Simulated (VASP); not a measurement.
# Si4O in VASP: notebook, part 2 of 2

VASP 6.6.1. Earlier steps stand in the parts before.

### Step 3. Single point, PBE+D3(BJ), collinear spin, ferromagnetic start

The input, INCAR:

```
SYSTEM = Si4O
PREC = Accurate
ENCUT = 520
EDIFF = 1E-6
ISMEAR = 0
SIGMA = 0.05
LREAL = .False.
LASPH = .True.
NELM = 150
ALGO = Normal
ISIF = 2
LWAVE = .False.
LCHARG = .False.
ISPIN = 2
MAGMOM = 0 0 0 0 2
LORBIT = 11
LDIPOL = .True.
IDIPOL = 3
DIPOL = 0.5 0.5 0.329
GGA = PE
IVDW = 12
NBANDS = 23
```

The input, KPOINTS:

```
regular mesh
0
Gamma
  7 7 1
  0 0 0
```

The input, POSCAR:

```
Si4O
1.0
    3.8333442603      0.0000000000      0.0000000000
    0.0000000000      3.8333442603      0.0000000000
    0.0000000000      0.0000000000     21.2034818054
Si O
4 1
Direct
    0.0000000000      0.5000000000      0.1886482624
    0.0000000000      0.0000000000      0.2525666261
    0.5000000000      0.0000000000      0.3191936744
    0.5000000000      0.5000000000      0.3821769405
    0.7500000000      0.5000000000      0.5000821046
```

Potentials or basis: VASP PAW PBE potentials, release 64 (Si, O).

Launch:

```bash
$ cat potpaw_PBE.64/Si/POTCAR potpaw_PBE.64/O/POTCAR > POTCAR
$ mpirun -np 1 vasp_std > vasp.out
```

OUTCAR:

```text
SYSTEM = Si4O
   PREC = Accurate
   ENCUT = 520
   EDIFF = 1E-6
   ISMEAR = 0
   LREAL = .False.
   LASPH = .True.
   NELM = 150
   ISIF = 2
   ISPIN = 2
   LORBIT = 11
   GGA = PE
   IVDW = 12
 IVDW          = 12

 ion  position               nearest neighbor table
   1  0.000  0.500  0.189-   2 2.35   2 2.35
   2  0.000  0.000  0.253-   1 2.35   1 2.35   3 2.38   3 2.38
   3  0.500  0.000  0.319-   4 2.34   4 2.34   2 2.38   2 2.38
   4  0.500  0.500  0.382-   3 2.34   3 2.34
   5  0.750  0.500  0.500-

  LATTYP: Found a simple tetragonal cell.
 ALAT       =     3.8333442603
 C/A-ratio  =     5.5313273125

[... 1064 lines left out ...]

 POSITION                                       TOTAL-FORCE (eV/Angst)
 -----------------------------------------------------------------------------------
      0.00000      1.91667      4.00000        -0.015008      0.000000     -0.136183
      0.00000      0.00000      5.35529         0.084772      0.000000      0.278612
      1.91667      0.00000      6.76802         0.057917      0.000000      0.235789
      1.91667      1.91667      8.10348         0.420366      0.000000      1.651136
      2.87501      1.91667     10.60348        -0.548048      0.000000     -2.029355
 -----------------------------------------------------------------------------------
    total drift:                               -0.000016     -0.000000      0.000011

  FREE ENERGIE OF THE ION-ELECTRON SYSTEM (eV)
  ---------------------------------------------------
  free  energy   TOTEN  =       -21.8741013255 eV

  energy  without entropy=      -21.8673892572  energy(sigma->0) =      -21.87074529

 vacuum level on the upper side and lower side of the slab         4.602         2.359

 total charge

# of ion       s       p       d       tot
------------------------------------------
    1        0.866   0.721   0.000   1.586
    2        0.776   0.892   0.000   1.668
    3        0.775   0.893   0.000   1.669
    4        0.843   0.691   0.000   1.534
    5        1.620   2.968   0.000   4.588
--------------------------------------------------
tot          4.881   6.164   0.000  11.045

 magnetization (x)

# of ion       s       p       d       tot
------------------------------------------
    1        0.001  -0.008   0.000  -0.007
    2        0.001  -0.010   0.000  -0.010
    3        0.004  -0.011   0.000  -0.007
    4        0.005  -0.032   0.000  -0.027
    5        0.011   1.196   0.000   1.207
--------------------------------------------------
tot          0.022   1.135   0.000   1.157
```

stdout:

```text
POSCAR found type information on POSCAR SiO
 POSCAR found :  2 types and       5 ions
 scaLAPACK will be used
 LDA part: xc-table for (Slater+PW92), standard interpolation
 POSCAR, INCAR and KPOINTS ok, starting setup
 FFT: planning ... GRIDC
 FFT: planning ... GRID_SOFT
 FFT: planning ... GRID
 WAVECAR not read
 entering main loop
```

It took 9.3 min on 1 thread of AMD EPYC 9R45 (Zen 5), shared host; peak memory 0.57 GiB.

What came out:

```yaml
Free_energy: -21.8741 eV
Largest_force: 2.102 eV/Å
Net_moment: 1.38 μB per cell
Site_moments: Si -0.01, -0.03 (each value once); O +1.21 μB
Valence_electrons_inside_the_program's_atomic_spheres: Si 1.59, 1.67, 1.53 (each value once); O 4.59
Dispersion_energy_per_atom: -0.198 eV
```

Forces in eV/Å, atoms in the order of the input:
```
Si  -0.015  0.000 -0.136
Si   0.085  0.000  0.279
Si   0.058  0.000  0.236
Si   0.420  0.000  1.651
O   -0.548  0.000 -2.029
```

### Step 4. Single point, PBE+D3(BJ), collinear spin, ferromagnetic start

INCAR is that of step 3.

The input, KPOINTS:

```
Automatic mesh
0
Gamma
  7 7 1
  0 0 0
```

POSCAR, as its differences from that of step 3:

```diff
@@ -12,2 +12,2 @@
     0.5000000000      0.5000000000      0.3821769405
-    0.7500000000      0.5000000000      0.5000821046
+    0.6250000000      0.5000000000      0.5000821046
```

Potentials or basis: VASP PAW PBE potentials, release 64 (Si, O).

Launch:

```bash
$ cat potpaw_PBE.64/Si/POTCAR potpaw_PBE.64/O/POTCAR > POTCAR
$ mpirun -np 1 vasp_std > vasp.out
```

OUTCAR:

```text
SYSTEM = Si4O
   PREC = Accurate
   ENCUT = 520
   EDIFF = 1E-6
   ISMEAR = 0
   LREAL = .False.
   LASPH = .True.
   NELM = 150
   ISIF = 2
   ISPIN = 2
   LORBIT = 11
   GGA = PE
   IVDW = 12
 IVDW          = 12

 ion  position               nearest neighbor table
   1  0.000  0.500  0.189-   2 2.35   2 2.35
   2  0.000  0.000  0.253-   1 2.35   1 2.35   3 2.38   3 2.38
   3  0.500  0.000  0.319-   4 2.34   4 2.34   2 2.38   2 2.38
   4  0.500  0.500  0.382-   3 2.34   3 2.34   5 2.55
   5  0.625  0.500  0.500-   4 2.55

  LATTYP: Found a simple tetragonal cell.
 ALAT       =     3.8333442603
 C/A-ratio  =     5.5313273125

[... 1064 lines left out ...]

 POSITION                                       TOTAL-FORCE (eV/Angst)
 -----------------------------------------------------------------------------------
      0.00000      1.91667      4.00000        -0.017614      0.000000     -0.138506
      0.00000      0.00000      5.35529         0.057848      0.000000      0.279376
      1.91667      0.00000      6.76802         0.019970      0.000000      0.323601
      1.91667      1.91667      8.10348         0.344636      0.000000      2.099011
      2.39584      1.91667     10.60348        -0.404840      0.000000     -2.563482
 -----------------------------------------------------------------------------------
    total drift:                               -0.000011      0.000000      0.000129

  FREE ENERGIE OF THE ION-ELECTRON SYSTEM (eV)
  ---------------------------------------------------
  free  energy   TOTEN  =       -22.1641289090 eV

  energy  without entropy=      -22.1615068053  energy(sigma->0) =      -22.16281786

 vacuum level on the upper side and lower side of the slab         4.633         2.337

 total charge

# of ion       s       p       d       tot
------------------------------------------
    1        0.864   0.722   0.000   1.586
    2        0.776   0.891   0.000   1.667
    3        0.773   0.893   0.000   1.667
    4        0.833   0.699   0.000   1.532
    5        1.618   2.983   0.000   4.601
--------------------------------------------------
tot          4.864   6.189   0.000  11.053

 magnetization (x)

# of ion       s       p       d       tot
------------------------------------------
    1        0.004   0.004   0.000   0.007
    2        0.000  -0.008   0.000  -0.008
    3        0.005  -0.009   0.000  -0.004
    4        0.002  -0.040   0.000  -0.038
    5        0.011   1.069   0.000   1.080
--------------------------------------------------
tot          0.022   1.016   0.000   1.038
```

stdout:

```text
POSCAR found type information on POSCAR SiO
 POSCAR found :  2 types and       5 ions
 scaLAPACK will be used
 LDA part: xc-table for (Slater+PW92), standard interpolation
 POSCAR, INCAR and KPOINTS ok, starting setup
 FFT: planning ... GRIDC
 FFT: planning ... GRID_SOFT
 FFT: planning ... GRID
 WAVECAR not read
 entering main loop
```

It took 7.8 min on 1 thread of Intel Xeon 6975P-C (Granite Rapids), shared host; peak memory 0.58 GiB.

What came out:

```yaml
Free_energy: -22.1641 eV
Largest_force: 2.595 eV/Å
Net_moment: 1.29 μB per cell
Site_moments: Si +0.01, -0.01, -0.00, -0.04; O +1.08 μB
Valence_electrons_inside_the_program's_atomic_spheres: Si 1.59, 1.67, 1.53 (each value once); O 4.60
Dispersion_energy_per_atom: -0.197 eV
```

Forces on the atoms (eV/Å):
```
Si  -0.018  0.000 -0.139
Si   0.058  0.000  0.279
Si   0.020  0.000  0.324
Si   0.345  0.000  2.099
O   -0.405  0.000 -2.563
```

Levels at points of the mesh, in eV from the Fermi level:
Spin up:
| k point | band 9 | band 10 | band 11 | band 12 | band 13 | band 14 |
| --- | --- | --- | --- | --- | --- | --- |
| (0.00, 0.00, 0.00) | -1.26 | -1.04 | -0.74 | 0.78 | 1.20 | 1.70 |
Spin down:
| k point | band 7 | band 8 | band 9 | band 10 | band 11 | band 12 | band 13 | band 14 |
| --- | --- | --- | --- | --- | --- | --- | --- | --- |
| (0.00, 0.00, 0.00) | -1.89 | -0.77 | -0.51 | -0.12 | 0.86 | 0.96 | 1.24 | 1.70 |

### Step 5. Overview

| cell | gap on the mesh (eV) | moment (μB) | largest force (eV/Å) |
| --- | --- | --- | --- |
| as given, atomic positions A | none | 1.38 | 1.97 |
| as given, atomic positions B | none | 1.38 | 2.10 |
| as given, atomic positions C | none | 1.29 | 2.60 |

Alike in all rows: task single point; level PBE+D3(BJ); potentials or basis VASP PAW PBE potentials, release 64 (Si, O); spin collinear, ferromagnetic start; k mesh 7 × 7 × 1; cutoff (eV) 520; smearing gaussian 0.05 eV.

Total energies depend on the potentials used, so only differences within one code and one set of settings carry meaning.
